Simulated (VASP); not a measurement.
# Bi2Se3 (R-3m) in VASP: notebook

The runs below take Bi2Se3 through single point, with PBEsol.

Everything below comes from runs of VASP 6.6.1. Logs are shortened: lines on timing, memory, paths and dates and some standing lists are left out, and cuts for length are marked.

## (1) The cell of the first run

It takes space group R-3m (No. 166, trigonal). The conventional cell has a = 3.977 Å, b = 3.977 Å, c = 30.927 Å, α = 90.00°, β = 90.00°, γ = 120.00°. Within 3.7 Å of Bi (site symmetry 3m) lie 6 Se at 2.84 to 3.10 Å. Se (site symmetry -3m) has 6 Bi at 3.10 Å and 6 Se at 3.98 Å within 4.1 Å. Within 3.7 Å of Se (site symmetry 3m) lie 3 Bi at 2.84 Å and 3 Se at 3.61 Å.

## (2) Single point, PBEsol (strain -0.040 along x and y, +0.080 along z)

The input, INCAR:

```
SYSTEM = Bi2Se3
PREC = Accurate
ENCUT = 520
EDIFF = 1E-7
ISMEAR = 0
SIGMA = 0.03
LREAL = .False.
LASPH = .True.
NELM = 80
ALGO = Normal
ISIF = 2
LWAVE = .False.
LCHARG = .False.
GGA = PS
NBANDS = 32
```

The input, KPOINTS:

```
Automatic mesh
0
Gamma
  12 12 12
  0 0 0
```

The input, POSCAR:

```
Bi2Se3
1.0
    1.9886393249      1.1481414496     10.3089564000
   -1.9886393249      1.1481414496     10.3089564000
    0.0000000000     -2.2962828992     10.3089564000
Bi Se
2 3
Direct
    0.4008000000      0.4008000000      0.4008000000
    0.5992000000      0.5992000000      0.5992000000
    0.0000000000      0.0000000000      0.0000000000
    0.2117000000      0.2117000000      0.2117000000
    0.7883000000      0.7883000000      0.7883000000
```

Potentials or basis: VASP PAW PBE potentials, release 64 (Bi_d, Se).

Run with:

```bash
$ cat potpaw_PBE.64/Bi_d/POTCAR potpaw_PBE.64/Se/POTCAR > POTCAR
$ mpirun -np 1 vasp_std > vasp.out
```

OUTCAR:

```text
SYSTEM = Bi2Se3
   PREC = Accurate
   ENCUT = 520
   EDIFF = 1E-7
   ISMEAR = 0
   LREAL = .False.
   LASPH = .True.
   NELM = 80
   ISIF = 2
   GGA = PS

 ion  position               nearest neighbor table
   1  0.401  0.401  0.401-   5 2.84   5 2.84   5 2.84   3 3.10   3 3.10   3 3.10
   2  0.599  0.599  0.599-   4 2.84   4 2.84   4 2.84   3 3.10   3 3.10   3 3.10
   3  0.000  0.000  0.000-   2 3.10   2 3.10   1 3.10   1 3.10   2 3.10   1 3.10
   4  0.212  0.212  0.212-   2 2.84   2 2.84   2 2.84
   5  0.788  0.788  0.788-   1 2.84   1 2.84   1 2.84

  LATTYP: Found a trigonal (rhomboedric) cell.
 ALAT       =    10.5616048596
 COS(alpha) =     0.9290941265

  Lattice vectors:

 A1 = (   1.9886393249,   1.1481414496,  10.3089564000)
 A2 = (  -1.9886393249,   1.1481414496,  10.3089564000)
 A3 = (   0.0000000000,  -2.2962828992,  10.3089564000)

Analysis of symmetry for initial positions (statically):
=====================================================================
 Subroutine PRICEL returns:
 Original cell was already a primitive cell.

 Routine SETGRP: Setting up the symmetry group for a
 trigonal (rhombohedral) supercell.

 Subroutine GETGRP returns: Found 12 space group operations
 (whereof 12 operations were pure point group operations)
 out of a pool of 12 trial point group operations.

The static configuration has the point symmetry D_3d.

Analysis of symmetry for dynamics (positions and initial velocities):
=====================================================================
 Subroutine PRICEL returns:
 Original cell was already a primitive cell.

 Routine SETGRP: Setting up the symmetry group for a
 trigonal (rhombohedral) supercell.

 Subroutine GETGRP returns: Found 12 space group operations
 (whereof 12 operations were pure point group operations)
 out of a pool of 12 trial point group operations.

The dynamic configuration has the point symmetry D_3d.

 Subroutine INISYM returns: Found 12 space group operations
 (whereof 12 operations are pure point group operations),
 and found     1 'primitive' translations

----------------------------------------------------------------------------------------

                                     Primitive cell

  volume of cell :     141.2269

  direct lattice vectors                    reciprocal lattice vectors
     1.988639325  1.148141450 10.308956400     0.251428197  0.145162137  0.032334343
    -1.988639325  1.148141450 10.308956400    -0.251428197  0.145162137  0.032334343
     0.000000000 -2.296282899 10.308956400     0.000000000 -0.290324274  0.032334343

  length of vectors
    10.561604860 10.561604860 10.561604860     0.292119315  0.292119315  0.292119315

  position of ions in fractional coordinates (direct lattice)
     0.400800000  0.400800000  0.400800000
     0.599200000  0.599200000  0.599200000
     0.000000000  0.000000000  0.000000000
     0.211700000  0.211700000  0.211700000
     0.788300000  0.788300000  0.788300000

  ion indices of the primitive-cell ions
   primitive index   ion index
                 1           1
                 2           2
                 3           3
                 4           4
                 5           5

----------------------------------------------------------------------------------------

 KPOINTS: Automatic mesh

Automatic generation of k-mesh.
 Grid dimensions read from file:
 generate k-points for:   12   12   12

 Generating k-lattice:

  Cartesian coordinates                     Fractional coordinates (reciprocal lattice)
     0.020952350  0.012096845  0.002694529     0.083333333 -0.000000000 -0.000000000
    -0.020952350  0.012096845  0.002694529    -0.000000000  0.083333333 -0.000000000
     0.000000000 -0.024193690  0.002694529    -0.000000000 -0.000000000  0.083333333

  Length of vectors
     0.024343276  0.024343276  0.024343276

  Shift w.r.t. Gamma in fractional coordinates (k-lattice)
     0.000000000  0.000000000  0.000000000

 Subroutine IBZKPT returns following result:
 ===========================================

[... 45 lines left out ...]

  energy without entropy =      -21.87140105  energy(sigma->0) =      -21.87140105

 E-fermi :   5.2136     XC(G=0):  -9.7038

 val. band max:        5.0542298336   @ k =   0.0000   0.0000   0.0000
 cond. band min:       5.4584468494   @ k =   0.5000   0.1667   0.1667
 fundamental gap:      0.4042170157
 Fermi energy:         5.2135968341

 k-point     1 :       0.0000    0.0000    0.0000
  band No.  band energies     occupation
      1     -18.2042      2.00000
      2     -18.2042      2.00000
      3     -18.2035      2.00000
      4     -18.2035      2.00000
      5     -18.1709      2.00000
      6     -18.1685      2.00000
[... 24 lines left out ...]
     31      10.2761      0.00000
     32      11.9825      0.00000

 k-point     2 :       0.0833    0.0000   -0.0000
  band No.  band energies     occupation
      1     -18.2049      2.00000
      2     -18.2041      2.00000
      3     -18.2014      2.00000
      4     -18.2007      2.00000
      5     -18.1694      2.00000
      6     -18.1670      2.00000
[... 24 lines left out ...]
     31      10.4308      0.00000
     32      11.3895      0.00000

 k-point     3 :       0.1667   -0.0000   -0.0000
  band No.  band energies     occupation
      1     -18.2073      2.00000
      2     -18.2063      2.00000
      3     -18.1939      2.00000
      4     -18.1932      2.00000
      5     -18.1659      2.00000
      6     -18.1628      2.00000
[... 24 lines left out ...]
     31      10.1375      0.00000
     32      11.1371      0.00000

 k-point     4 :       0.2500    0.0000    0.0000
  band No.  band energies     occupation
      1     -18.2115      2.00000
      2     -18.2101      2.00000
      3     -18.1837      2.00000
      4     -18.1831      2.00000
      5     -18.1706      2.00000
      6     -18.1681      2.00000
[... 654 lines left out ...]
     31      10.1357      0.00000
     32      11.0275      0.00000

 k-point    23 :       0.5000    0.1667    0.0000
  band No.  band energies     occupation
      1     -18.2113      2.00000
      2     -18.2094      2.00000
      3     -18.1782      2.00000
      4     -18.1769      2.00000
      5     -18.1753      2.00000
      6     -18.1726      2.00000
[... 24 lines left out ...]
     31      10.0634      0.00000
     32      10.5881      0.00000

 k-point    24 :      -0.4167    0.1667   -0.0000
  band No.  band energies     occupation
      1     -18.2120      2.00000
      2     -18.2099      2.00000
      3     -18.1791      2.00000
      4     -18.1770      2.00000
      5     -18.1747      2.00000
      6     -18.1716      2.00000
[... 24 lines left out ...]
     31       9.9420      0.00000
     32      10.5937      0.00000

 [... further k-points ...]

------------------------ aborting loop because EDIFF is reached ----------------------------------------

  FORCE on cell =-STRESS in cart. coord.  units (eV):
  Direction    XX          YY          ZZ          XY          YZ          ZX
  --------------------------------------------------------------------------------------
  -------------------------------------------------------------------------------------
  Total        1.5414529      1.5414529     -3.2397041      0.0000000     -0.0000000      0.0000000
  in kB       17.4873289     17.4873289    -36.7534876      0.0000000     -0.0000000      0.0000000
  external PRESSURE =      -0.5929433 kB  Pullay stress =       0.0000000 kB

 VOLUME and BASIS-vectors are now :
 -----------------------------------------------------------------------------
  energy-cutoff  :      520.00
  volume of cell :      141.23
      direct lattice vectors                 reciprocal lattice vectors
     1.988639325  1.148141450 10.308956400     0.251428197  0.145162137  0.032334343
    -1.988639325  1.148141450 10.308956400    -0.251428197  0.145162137  0.032334343
     0.000000000 -2.296282899 10.308956400     0.000000000 -0.290324274  0.032334343

 POSITION                                       TOTAL-FORCE (eV/Angst)
 -----------------------------------------------------------------------------------
      0.00000      0.00000     12.39549         0.000000      0.000000     -0.248817
      0.00000      0.00000     18.53138         0.000000      0.000000      0.248817
      0.00000      0.00000      0.00000         0.000000     -0.000000     -0.000000
      0.00000      0.00000      6.54722         0.000000     -0.000000      0.244528
      0.00000      0.00000     24.37965         0.000000      0.000000     -0.244528
 -----------------------------------------------------------------------------------
    total drift:                                0.000000      0.000000     -0.000000

  FREE ENERGIE OF THE ION-ELECTRON SYSTEM (eV)
  ---------------------------------------------------
  free  energy   TOTEN  =       -21.8714010469 eV

  energy  without entropy=      -21.8714010469  energy(sigma->0) =      -21.87140105
```

Run time: 73 min. Hardware: 1 thread of Intel Xeon Platinum 8259CL at 2.50GHz (Skylake/Cascade Lake), shared host; peak memory 1.4 GiB.

What came out:

```yaml
Free_energy: -21.8714 eV
Pressure: -0.1 GPa
Largest_force: 0.249 eV/Å
Band_gap_on_the_k_mesh: 0.40 eV (least direct gap 0.52 eV)
```

Forces on the atoms (eV/Å):
```
Bi   0.000  0.000 -0.249
Bi   0.000  0.000  0.249
Se   0.000  0.000  0.000
Se   0.000  0.000  0.245
Se   0.000  0.000 -0.245
```

Caveat: the cell differs from its parent crystal (strain -0.040 along x and y, +0.080 along z); the stress differs along the axes, from -4 to 2 GPa; the PAW data sets were made with another functional, which shifts forces and pressure a little; spin-orbit coupling is left out, which moves the levels of the heavy elements.

## (3) Single point, PBEsol (strain -0.080 along x and y, +0.080 along z)

The input, INCAR:

```
ALGO     = Normal         # electronic algorithm
EDIFF    = 1E-6           # SCF threshold, eV
ENCUT    = 520            # plane-wave cutoff, eV
GGA      = PS             # functional
ISIF     = 2              # what is computed and relaxed
ISMEAR   = 0              # smearing method
LASPH    = True           # aspherical terms in the spheres
LCHARG   = True           # write CHGCAR
LELF     = True           # ELF
LREAL    = False          # projectors in reciprocal space
LVHAR    = True         
LWAVE    = False          # write WAVECAR
NBANDS   = 32             # bands
NELM     = 60             # most SCF steps
PREC     = Accurate       # precision mode
SIGMA    = 0.03           # smearing width, eV
```

The input, KPOINTS:

```
k-points
0
Gamma
  12 12 12
```

POSCAR: that of step 2 with these lines changed.

```diff
@@ -2,5 +2,5 @@
 1.0
-    1.9886393249      1.1481414496     10.3089564000
-   -1.9886393249      1.1481414496     10.3089564000
-    0.0000000000     -2.2962828992     10.3089564000
+    1.9057793531      1.1003022225     10.3089564000
+   -1.9057793531      1.1003022225     10.3089564000
+    0.0000000000     -2.2006044450     10.3089564000
 Bi Se
```

Potentials or basis: VASP PAW PBE potentials, release 64 (Bi_d, Se).

Run with:

```bash
$ cat potpaw_PBE.64/Bi_d/POTCAR potpaw_PBE.64/Se/POTCAR > POTCAR
$ mpirun -np 1 vasp_std > vasp.out
```

Wall time 80 min (1 thread of Intel Xeon Platinum 8488C (Sapphire Rapids), shared host); peak memory 1.3 GiB.

The run converged. Its results:

```
Free energy            : -21.5006 eV
Pressure               : 6.3 GPa
Largest force          : 0.648 eV/Å
Band gap on the k mesh : zero (bands 24 and 25 overlap by 0.03 eV)
```

Forces on the atoms (eV/Å):
```
Bi   0.000  0.000 -0.648
Bi   0.000  0.000  0.648
Se   0.000  0.000  0.000
Se   0.000  0.000 -0.417
Se   0.000  0.000  0.417
```

Stress tensor (GPa, compression positive):
```
8.94 0.00 0.00
0.00 8.94 0.00
0.00 0.00 1.02
```

Levels at points of the mesh, in eV from the Fermi level:
| k point | band 21 | band 22 | band 23 | band 24 | band 25 | band 26 | band 27 | band 28 |
| --- | --- | --- | --- | --- | --- | --- | --- | --- |
| (0.00, 0.00, 0.00) | -1.78 | -1.06 | -1.06 | 0.04 | 0.65 | 1.78 | 1.78 | 2.38 |
| (0.50, 0.00, 0.00) | -3.32 | -3.21 | -1.55 | -1.14 | 0.35 | 1.63 | 1.83 | 2.09 |
| (0.50, 0.50, 0.00) | -2.89 | -2.52 | -2.12 | -1.80 | 0.08 | 1.39 | 2.16 | 2.42 |
| (0.50, 0.50, 0.50) | -1.37 | -1.12 | -1.12 | -1.04 | 0.99 | 1.97 | 1.97 | 2.45 |

Caveat: the cell differs from its parent crystal (strain -0.080 along x and y, +0.080 along z); the stress differs along the axes, from 1 to 9 GPa; the PAW data sets were made with another functional, which shifts forces and pressure a little; spin-orbit coupling is left out, which moves the levels of the heavy elements.

## (4) Single point, PBEsol (strain +0.080 along x and y, -0.040 along z)

The input, INCAR:

```
PREC     = Accurate       # precision mode
ENCUT    = 520            # plane-wave cutoff, eV
EDIFF    = 1E-7           # SCF threshold, eV
ISMEAR   = 0              # smearing method
SIGMA    = 0.03           # smearing width, eV
LREAL    = False          # projectors in reciprocal space
LASPH    = True           # aspherical terms in the spheres
NELM     = 60             # most SCF steps
ALGO     = Normal         # electronic algorithm
ISIF     = 2              # what is computed and relaxed
LWAVE    = False          # write WAVECAR
LCHARG   = False          # write CHGCAR
GGA      = PS             # functional
NBANDS   = 32             # bands
```

The input, KPOINTS:

```
Automatic mesh
0
Gamma
  12 12 12
```

POSCAR: that of step 3 with these lines changed.

```diff
@@ -2,5 +2,5 @@
 1.0
-    1.9057793531      1.1003022225     10.3089564000
-   -1.9057793531      1.1003022225     10.3089564000
-    0.0000000000     -2.2006044450     10.3089564000
+    2.2372192405      1.2916591307      9.1635168000
+   -2.2372192405      1.2916591307      9.1635168000
+    0.0000000000     -2.5833182615      9.1635168000
 Bi Se
```

Run with:

```bash
$ cat potpaw_PBE.64/Bi_d/POTCAR potpaw_PBE.64/Se/POTCAR > POTCAR
$ mpirun -np 1 vasp_std > vasp.out
```

Wall time 28 min (1 thread of AMD EPYC 9R45 (Zen 5), shared host); peak memory 1.2 GiB.

The run converged. Its results:

```
Free energy            : -21.5212 eV
Pressure               : -6.0 GPa
Largest force          : 0.413 eV/Å
Band gap on the k mesh : 0.08 eV (least direct gap 0.10 eV)
```

Forces in eV/Å, atoms in the order of the input:
```
Bi   0.000  0.000  0.181
Bi   0.000  0.000 -0.181
Se   0.000  0.000  0.000
Se   0.000  0.000  0.413
Se   0.000  0.000 -0.413
```

Stress tensor (GPa, compression positive):
```
-7.38  0.00  0.00
 0.00 -7.38  0.00
 0.00  0.00 -3.21
```

Levels at points of the mesh, in eV from the valence-band top:
```
           k point  band 20  band 21  band 22  band 23  band 24  band 25  band 26  band 27  band 28  band 29
(0.00, 0.00, 0.00)    -1.58    -1.36    -0.96    -0.96    -0.02     0.08     1.26     1.26     1.98     2.78
(0.50, 0.00, 0.00)    -2.31    -2.23    -1.31    -0.72    -0.18     0.95     2.12     3.06     3.51     4.13
(0.50, 0.50, 0.00)    -2.00    -1.45    -1.29    -1.23    -0.16     1.66     2.49     2.78     2.95     3.59
(0.50, 0.50, 0.50)    -1.34    -1.34    -1.20    -1.20    -0.25     0.52     1.65     1.65     1.68     2.36
```

Caveat: the cell differs from its parent crystal (strain +0.080 along x and y, -0.040 along z); the cell stands under tension; the PAW data sets were made with another functional, which shifts forces and pressure a little; spin-orbit coupling is left out, which moves the levels of the heavy elements.

## (5) Single point, PBEsol (strain +0.040 along x and y, -0.080 along z)

The input, INCAR:

```
SYSTEM = Bi2Se3
  PREC = Accurate
  ENCUT = 520
  EDIFF = 1E-6
  ISMEAR = 0
  SIGMA = 0.03
  LREAL = .FALSE.
  LASPH = .TRUE.
  NELM = 100
  ALGO = Normal
  ISIF = 2
  LWAVE = .FALSE.
  LCHARG = .FALSE.
  GGA = PS
  NBANDS = 32
```

The input, KPOINTS:

```
regular mesh
0
G
  12 12 12
  0 0 0
```

POSCAR: that of step 4 with these lines changed.

```diff
@@ -2,5 +2,5 @@
 1.0
-    2.2372192405      1.2916591307      9.1635168000
-   -2.2372192405      1.2916591307      9.1635168000
-    0.0000000000     -2.5833182615      9.1635168000
+    2.1543592687      1.2438199037      8.7817036000
+   -2.1543592687      1.2438199037      8.7817036000
+    0.0000000000     -2.4876398074      8.7817036000
 Bi Se
```

Run with:

```bash
$ cat potpaw_PBE.64/Bi_d/POTCAR potpaw_PBE.64/Se/POTCAR > POTCAR
$ mpirun -np 1 vasp_std > vasp.out
```

Wall time 75 min (1 thread of Oxide Virtual Turin-like, shared host); peak memory 1.1 GiB.

It converged, with:

```
Free energy            : -21.8899 eV
Pressure               : -0.3 GPa
Largest force          : 0.270 eV/Å
Band gap on the k mesh : 0.06 eV (least direct gap 0.20 eV)
```

Forces on the atoms (eV/Å):
```
Bi   0.000  0.000 -0.031
Bi   0.000  0.000  0.031
Se   0.000  0.000  0.000
Se   0.000  0.000 -0.270
Se   0.000  0.000  0.270
```

Stress tensor (GPa, compression positive):
```
-1.68  0.00  0.00
 0.00 -1.68  0.00
 0.00  0.00  2.36
```

Levels at points of the mesh, in eV from the valence-band top:
```csv
k point,band 22,band 23,band 24,band 25,band 26,band 27
"(0.00, 0.00, 0.00)",-1.29,-1.29,-0.14,0.06,1.12,1.12
"(0.50, 0.00, 0.00)",-1.65,-0.99,-0.22,0.90,2.14,3.14
"(0.50, 0.50, 0.00)",-1.61,-1.55,-0.20,1.67,2.63,2.99
"(0.50, 0.50, 0.50)",-1.58,-1.58,-0.35,0.44,1.61,1.61
```

Caveat: the cell differs from its parent crystal (strain +0.040 along x and y, -0.080 along z); the PAW data sets were made with another functional, which shifts forces and pressure a little; spin-orbit coupling is left out, which moves the levels of the heavy elements. A k mesh can miss the band edges.

## (6) The runs side by side

```csv
cell,gap on the mesh (eV),pressure (GPa),largest force (eV/Å)
"a = 10.562 Å, angles 21.7°, 5 atoms",0.40,-0.1,0.25
"a = 10.541 Å, angles 20.8°, 5 atoms",none,6.3,0.65
"a = 9.521 Å, angles 27.2°, 5 atoms",0.08,-6.0,0.41
"a = 9.127 Å, angles 27.3°, 5 atoms",0.06,-0.3,0.27
```

Alike in all rows: task single point; level PBEsol; potentials or basis VASP PAW PBE potentials, release 64 (Bi_d, Se); no spin polarisation; k mesh 12 × 12 × 12; cutoff (eV) 520; smearing gaussian 0.03 eV.

Caveats: the PAW data sets were made with another functional, which shifts forces and pressure a little; spin-orbit coupling is left out, which moves the levels of the heavy elements; the stress differs along the axes, from -4 to 2 GPa (at least some runs); the stress differs along the axes, from 1 to 9 GPa (at least some runs); the cell stands under tension (at least some runs).

Total energies depend on the potentials used, so only differences within one code and one set of settings carry meaning.

The gap in the log of VASP goes by the Fermi energy; the results here count the filled bands.